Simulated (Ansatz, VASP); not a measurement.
# Two plane-wave programs on C

```xyz
12
Lattice="2.4665 0.0000 0.0000 -1.2333 2.1361 0.0000 0.0000 0.0000 25.9843" Properties=species:S:1:pos:R:3 pbc="T T T"
C     0.0000    0.0000   23.8422
C     0.0000    1.4240   23.8421
C     0.0000    0.0000   19.4650
C     0.0000    1.4240   19.4649
C     1.2333    0.7120    6.5193
C     0.0000    0.0000    6.5192
C     1.2333    0.7120    2.1422
C     0.0000    0.0000    2.1421
C     0.0000    1.4240   15.1808
C     1.2333    0.7120   15.1807
C     0.0000    1.4240   10.8036
C     1.2333    0.7120   10.8035
```

Change from the starting cell: strain along c alone, the other axes held, atoms relaxed: +1.0 %.

Alike in both runs: functional PBE; k mesh 18 × 18 × 2; occupations gaussian, width 0.01 eV; no spin polarisation.

Ansatz relaxed the structure, and its values are those at the end. VASP's run is a single point on that final structure, the one shown.

|  | VASP | Ansatz |
| --- | --- | --- |
| version | VASP 6.6.1 | Ansatz 0.2.0 |
| potentials or method | VASP PAW PBE potentials, release 64 (C), cutoff 520 eV | scalar-relativistic, plane waves, PAW |
| valence electrons in the cell | 48 | 48 |

|  | VASP | Ansatz | Ansatz less VASP |
| --- | --- | --- | --- |
| gap on the k mesh at the Fermi level (eV) | 0.06 | 0.06 | 0.000 |
| least direct gap on the mesh (eV) | 0.06 | 0.06 | 0.000 |
| pressure (GPa) | 0.4 | 0.0 | -0.34 |

Ansatz's warnings: stress scf threshold loose.
